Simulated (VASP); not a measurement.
## InAs (zincblende type): single point with r2SCAN

The system is InAs (zincblende type).

```
CELL_PARAMETERS angstrom
0.00000 2.50303 2.50303
2.50303 0.00000 2.50303
2.50303 2.50303 0.00000
ATOMIC_POSITIONS crystal
In 0.00000 0.00000 0.00000
As 0.25000 0.25000 0.25000
```

This cell differs from its parent crystal: volume scaled by 0.55.

```yaml
Program: VASP 6.6.1
Task: single point
Functional: r2SCAN
Potentials_or_basis: VASP PAW PBE potentials, release 64 (In_d, As)
Cutoff: 520 eV
k_mesh: 11 × 11 × 11
Occupations: fermi-dirac, width 0.1 eV
Spin: no spin polarisation
```

```yaml
Pressure: 133.1 GPa
Band_gap_on_the_k_mesh: 0.36 eV, indirect (least direct gap 2.72 eV)
```

Levels at points of the mesh, in eV from the valence-band top:
| k point | band 7 | band 8 | band 9 | band 10 | band 11 | band 12 |
| --- | --- | --- | --- | --- | --- | --- |
| (0.00, 0.00, 0.00) | 0.00 | 0.00 | 0.00 | 2.72 | 3.86 | 3.86 |

Run time: 53 s on 1 thread of Intel(R) Xeon(R) 6975P-C (Granite Rapids) (shared host), peak memory 0.18 GiB.

Caveat: the PAW data sets were made with another functional, which shifts forces and pressure a little; spin-orbit coupling is left out, which moves the levels of the heavy elements. A k mesh can miss the band edges.
